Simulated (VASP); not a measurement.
A run of VASP 6.6.1:

Contents of POSCAR:

```
SiO2
1.0
    4.1854871830      0.0000000000      0.0000000000
    0.0000000000      4.1854997400      0.0000000000
    0.0000000000      0.0000000000      2.6687283637
Si O
2 4
Direct
    0.5000000000      0.5000000000      0.5000000000
    0.0000000000      0.0000000000      0.0000000000
    0.3061123782      0.3061158763      0.0000000000
    0.8061123782      0.1938841237      0.5000000000
    0.1938876218      0.8061158763      0.5000000000
    0.6938876218      0.6938841237      0.0000000000
```

The input INCAR.step1:

```
SYSTEM = SiO2
  ALGO = Normal
  EDIFF = 1E-4
  ENCUT = 520
  GGA = PE
  ISMEAR = 0
  LASPH = .TRUE.
  LCHARG = .FALSE.
  LREAL = .FALSE.
  LWAVE = .TRUE.
  NBANDS = 25
  NELM = 80
  PREC = Accurate
  SIGMA = 0.02
```

Contents of INCAR.step2:

```
SYSTEM = SiO2
  ALGO = Normal
  EDIFF = 1E-6
  ENCUT = 520
  ISIF = 2
  ISMEAR = 0
  ISTART = 1
  LASPH = .TRUE.
  LCHARG = .FALSE.
  LMIXTAU = .TRUE.
  LREAL = .FALSE.
  LWAVE = .FALSE.
  METAGGA = R2SCAN
  NBANDS = 25
  NELM = 80
  PREC = Accurate
  SIGMA = 0.02
```

File KPOINTS:

```
k-points
0
G
  6 6 8
  0 0 0
```

Potentials or basis: VASP PAW PBE potentials, release 64 (Si, O).

Command:

```sh
$ cat potpaw_PBE.64/Si/POTCAR potpaw_PBE.64/O/POTCAR > POTCAR
$ cp INCAR.step1 INCAR
$ mpirun -np 1 vasp_std > vasp.out
$ cp INCAR.step2 INCAR
$ mpirun -np 1 vasp_std > vasp.out
```

Hardware: 1 thread of Intel(R) Xeon(R) 6975P-C (Granite Rapids), with other jobs on the host.

Problem. Estimate the wall time of this run.

Solution. It took 52 s on 1 thread of Intel(R) Xeon(R) 6975P-C (Granite Rapids), on a shared host, peak memory 0.18 GiB. Counts: k points 50.
